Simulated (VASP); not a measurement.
A run of VASP 6.6.1 is set up as follows.

The input INCAR:

```
PREC = Accurate
ENCUT = 520
EDIFF = 1E-6
ISMEAR = 0
SIGMA = 0.1
LREAL = F
LASPH = T
NELM = 100
ALGO = Normal
ISIF = 2
LWAVE = F
LCHARG = F
GGA = PE
NBANDS = 26
```

KPOINTS

```
regular mesh
0
Gamma
  12 12 12
```

Contents of POSCAR:

```
CuI
1.0
    2.0775000000      1.1994451842      6.8266666667
   -2.0775000000      1.1994451842      6.8266666667
    0.0000000000     -2.3988903685      6.8266666667
Cu I
2 2
Direct
    0.1196331943      0.1196331943      0.1196331943
    0.8803668057      0.8803668057      0.8803668057
    0.0000000000      0.0000000000      0.0000000000
    0.5000000000      0.5000000000      0.5000000000
```

Potentials or basis: VASP PAW PBE potentials, release 64 (Cu, I).

The run is started by

```sh
$ cat potpaw_PBE.64/Cu/POTCAR potpaw_PBE.64/I/POTCAR > POTCAR
$ mpirun -np 1 vasp_std > vasp.out
```

Task: Estimate the largest force.

Result: 0.013 eV/Å.

Task: What does it give for the pressure?

Result: 6.9 GPa.

Stress tensor (GPa, compression positive):
```
7.08 0.00 0.00
0.00 7.08 0.00
0.00 0.00 6.51
```

Caveat: the cell stands under pressure.
